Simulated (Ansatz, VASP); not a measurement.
## One calculation of GaP, two programs

File INCAR:

```
SYSTEM = GaP
PREC = Accurate ; ENCUT = 520
EDIFF = 1E-7 ; ISMEAR = -1
SIGMA = 0.04 ; LREAL = .False.
LASPH = .True. ; NELM = 80
ALGO = Normal ; ISIF = 2
LWAVE = .False. ; LCHARG = .True.
GGA = PE ; LELF = .True.
LVHAR = .True. ; NBANDS = 16
```

File KPOINTS:

```
regular mesh
0
Gamma
  5 5 5
  0 0 0
```

File POSCAR:

```
GaP
1.0
    0.0000000000      2.7252500000      2.7252500000
    2.7252500000      0.0000000000      2.7252500000
    2.7252500000      2.7252500000      0.0000000000
Ga P
1 1
Direct
    0.0000000000      0.0000000000      0.0000000000
    0.7500000000      0.7500000000      0.7500000000
```

Contents of input.yaml:

```yaml
crystal:
  lattice:
    - [0.0, 2.72525, 2.72525]
    - [2.72525, 0.0, 2.72525]
    - [2.72525, 2.72525, 0.0]
  atoms:
    - { symbol: Ga, position: [0.0, 0.0, 0.0] }
    - { symbol: P, position: [0.75, 0.75, 0.75] }
kpoints:
  mp_grid: { grid: [5, 5, 5] }
scf:
  occupations: { method: fermi_dirac, width: 0.04 }
hamiltonian:
  xc: pbe
  pseudopotentials: { kind: all_electron, lapw: { basis_error: 0.002 } }
output:
  forces: true
  stress: true
  eigenvalues: true
```

Alike in both runs: task single point; functional PBE; k mesh 5 × 5 × 5; occupations fermi-dirac, width 0.04 eV; no spin polarisation.

```csv
,VASP,Ansatz
version,VASP 6.6.1,Ansatz 0.2.0
potentials or method,"VASP PAW PBE potentials, release 64 (Ga_d, P), cutoff 520 eV","all-electron LAPW, scalar-relativistic"
```

```csv
,VASP,Ansatz,Ansatz less VASP
gap on the k mesh at the Fermi level (eV),1.59,1.60,+0.003
least direct gap on the mesh (eV),1.82,1.83,+0.004
pressure (GPa),2.6,2.6,+0.01
```

Ansatz ran all-electron here, and VASP with PAW potentials.
